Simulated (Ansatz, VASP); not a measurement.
## Two plane-wave programs on TiSe

```
CELL_PARAMETERS angstrom
3.36685 0.00000 0.00000
-1.68343 2.91578 0.00000
0.00000 0.00000 6.73405
ATOMIC_POSITIONS crystal
Ti 0.00000 0.00000 0.00000
Ti 0.00000 0.00000 0.50000
Se 0.33333 0.66667 0.25000
Se 0.66667 0.33333 0.75000
```

Alike in both runs: functional PBEsol; k mesh 9 × 9 × 4; no spin polarisation.

Ansatz relaxed the structure, and its values are those at the end. VASP's run is a single point on that final structure, the one shown.

|  | VASP | Ansatz |
| --- | --- | --- |
| version | VASP 6.6.1 | Ansatz 0.2.0 |
| potentials or method | VASP PAW PBE potentials, release 64 (Ti_sv, Se), cutoff 520 eV | plane waves, PAW |
| occupations | fermi-dirac, width 0.1 eV | fermi-dirac |
| valence electrons in the cell | 36 | 56 |

|  | VASP | Ansatz | Ansatz less VASP |
| --- | --- | --- | --- |
| pressure (GPa) | 0.2 | 0.0 | -0.27 |

VASP's potentials were made for PBE, not for PBEsol. VASP's potentials hold 36 valence electrons a cell and Ansatz's 56, so a difference there can come from the potentials and not from the codes. Ansatz's warnings: force scf threshold loose, stress scf threshold loose.
